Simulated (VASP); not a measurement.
Pt:

```
Pt
1.0
     0.00000    1.96090    1.96090
     1.96090    0.00000    1.96090
     1.96090    1.96090    0.00000
Pt
1
Direct
  0.00000 0.00000 0.00000
```

Base run:

| Quantity | Value |
| --- | --- |
| Program | VASP 6.6.1 |
| Functional | LDA |
| Potentials or basis | VASP PAW LDA potentials, release 64 (Pt) |
| Cutoff | 500 eV |
| k mesh | 15 × 15 × 15 |
| Occupations | fermi-dirac, width 0.1 eV |
| Spin | no spin polarisation |

Its results: band gap on the k mesh zero (bands 5 and 6 overlap by 2.18 eV); pressure -5.1 GPa.

Question: The run is repeated on the same cell with these changes: functional from LDA to PBEsol; potentials or basis from VASP PAW LDA potentials, release 64 (Pt) to VASP PAW PBE potentials, release 64 (Pt). What comes out?

Answer: Band gap on the k mesh zero (bands 5 and 6 overlap by 2.18 eV); pressure -0.8 GPa.

Caveats: spin-orbit coupling is left out, which moves the levels of the heavy elements; the cell stands under tension (at least some runs); the PAW data sets were made with another functional, which shifts forces and pressure a little (at least some runs).
